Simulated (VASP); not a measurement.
A run of VASP 6.6.1 is set up as follows.

The input POSCAR:

```
LaAl2N3
1.0
   -1.7257643603      1.7257643603      6.4322783271
    1.7257643603     -1.7257643603      6.4322783271
    1.7257643603      1.7257643603     -6.4322783271
La N Al
1 3 2
Direct
    0.0000000000      0.0000000000      0.0000000000
    0.8162460486      0.8162460486      0.0000000000
    0.1837539514      0.1837539514      0.0000000000
    0.5000000000      0.5000000000      0.0000000000
    0.3275977171      0.3275977171      0.0000000000
    0.6724022829      0.6724022829      0.0000000000
```

INCAR.step1

```
SYSTEM = LaAl2N3
PREC = Accurate
ENCUT = 520
ISMEAR = -1
SIGMA = 0.02
LREAL = .FALSE.
LASPH = .TRUE.
NELM = 80
NBANDS = 25
GGA = PE
ALGO = Normal
EDIFF = 1E-4
LWAVE = .TRUE.
LCHARG = .FALSE.
```

INCAR.step2

```
SYSTEM = LaAl2N3
PREC = Accurate
ENCUT = 520
EDIFF = 1E-7
ISMEAR = -1
SIGMA = 0.02
LREAL = .FALSE.
LASPH = .TRUE.
NELM = 80
ALGO = Normal
ISIF = 2
LWAVE = .FALSE.
LCHARG = .FALSE.
METAGGA = R2SCAN
LMIXTAU = .TRUE.
NBANDS = 25
ISTART = 1
```

The input KPOINTS:

```
regular mesh
0
G
  10 10 10
  0 0 0
```

Potentials or basis: VASP PAW PBE potentials, release 64 (La, N, Al).

Command:

```sh
$ cat potpaw_PBE.64/La/POTCAR potpaw_PBE.64/N/POTCAR potpaw_PBE.64/Al/POTCAR > POTCAR
$ cp INCAR.step1 INCAR
$ mpirun -np 1 vasp_std > vasp.out
$ cp INCAR.step2 INCAR
$ mpirun -np 1 vasp_std > vasp.out
```

(1) Estimate the band gap on the k mesh.

(2) Estimate the largest force.

(3) Estimate the pressure.

Results:

(1) 0.59 eV (least direct gap 1.44 eV).

(2) 0.057 eV/Å.

(3) -0.5 GPa.

Caveat: the PAW data sets were made with another functional, which shifts forces and pressure a little; spin-orbit coupling is left out, which moves the levels of the heavy elements.
